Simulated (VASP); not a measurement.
Crystal: MgSb7.

```xyz
8
Lattice="0.0000 5.1782 5.1782 5.1782 0.0000 5.1782 5.1782 5.1782 0.0000" Properties=species:S:1:pos:R:3 pbc="T T T"
Mg    0.0000    0.0000    0.0000
Sb    5.5345    7.7673    7.7673
Sb   10.0002    7.7673    7.7673
Sb    7.7673    5.5345    7.7673
Sb    7.7673   10.0002    7.7673
Sb    7.7673    7.7673    5.5345
Sb    7.7673    7.7673   10.0002
Sb    2.5891    2.5891    2.5891
```

The cell was generated, and may not be a known phase.

| Quantity | Value |
| --- | --- |
| Program | VASP 6.6.1 |
| Task | relaxation of cell and atoms |
| Functional | PBE |
| Potentials or basis | VASP PAW PBE potentials, release 64 (Mg, Sb) |
| Cutoff | 600 eV |
| k mesh | 4 × 4 × 4 |
| Occupations | gaussian, width 0.1 eV |
| Spin | no spin polarisation |

At the start: pressure 0.7 GPa; volume 34.71 Å³/atom.

**Question.** Where does the relaxation end?

**Answer.** Over 4 steps the energy falls by 7.2 meV/atom and the volume is 35.69 Å³/atom (+2.8 %); space group F-43m (No. 216, to 0.1 Å) before and after.

Step by step:
```csv
step,energy change (eV),largest force (eV/Å),pressure (GPa),volume (Å³)
1,0.0000,0.3451,0.69,277.70
2,-0.0410,0.2264,0.00,283.74
3,-0.0487,0.1599,-0.40,287.90
4,-0.0573,0.0166,0.08,285.56
```

Final structure:
```cif
data_structure
_symmetry_space_group_name_H-M 'P 1'
_symmetry_Int_Tables_number 1
_cell_length_a 7.3916
_cell_length_b 7.3916
_cell_length_c 7.3916
_cell_angle_alpha 60.000
_cell_angle_beta 60.000
_cell_angle_gamma 60.000
_cell_volume 285.56
loop_
_atom_site_label
_atom_site_type_symbol
_atom_site_fract_x
_atom_site_fract_y
_atom_site_fract_z
_atom_site_occupancy
Mg1 Mg 0.00000 0.00000 0.00000 1
Sb1 Sb 0.96158 0.53842 0.53842 1
Sb2 Sb 0.53842 0.96158 0.96158 1
Sb3 Sb 0.53842 0.96158 0.53842 1
Sb4 Sb 0.96158 0.53842 0.96158 1
Sb5 Sb 0.53842 0.53842 0.96158 1
Sb6 Sb 0.96158 0.96158 0.53842 1
Sb7 Sb 0.25000 0.25000 0.25000 1
```
